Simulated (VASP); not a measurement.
Input of a VASP 6.6.1 run:

INCAR

```
SYSTEM = In2Ag
ALGO = Fast ; EDIFF = 1E-7
EDIFFG = -0.008 ; ENCUT = 600
GGA = PS ; IBRION = 2
ISIF = 3 ; ISMEAR = 0
LASPH = .TRUE. ; LCHARG = .FALSE.
LREAL = .FALSE. ; LWAVE = .FALSE.
NELM = 80 ; NSW = 70
PREC = Accurate ; PSTRESS = 900.0
SIGMA = 0.1
```

The input KPOINTS:

```
k-points
0
G
  10 10 10
  0 0 0
```

POSCAR

```
In2Ag
1.0
   -2.9956167088      2.9956167088      2.4512398065
    2.9956167088     -2.9956167088      2.4512398065
    2.9956167088      2.9956167088     -2.4512398065
In Ag
4 2
Direct
    0.1528357589      0.6528357589      0.8056715179
    0.6528357589      0.8471642411      0.5000000000
    0.8471642411      0.3471642411      0.1943284821
    0.3471642411      0.1528357589      0.5000000000
    0.7500000000      0.7500000000      0.0000000000
    0.2500000000      0.2500000000      0.0000000000
```

Potentials or basis: VASP PAW PBE potentials, release 64 (In_d, Ag).

Run with:

```console
$ cat potpaw_PBE.64/In_d/POTCAR potpaw_PBE.64/Ag/POTCAR > POTCAR
$ mpirun -np 1 vasp_std > vasp.out
```

Question: What does it give for the relaxed volume?

Answer: 14.25 Å³/atom.

Question: What does it give for the space group after relaxing (to 0.1 Å)?

Answer: I4/mcm (No. 140).

Stress tensor (GPa, compression positive):
```
90.03  0.00  0.00
 0.00 90.03  0.00
 0.00  0.00 89.92
```

Caveat: the cell is relaxed towards a set pressure, so the run minimises the enthalpy, not the energy; the PAW data sets were made with another functional, which shifts forces and pressure a little.
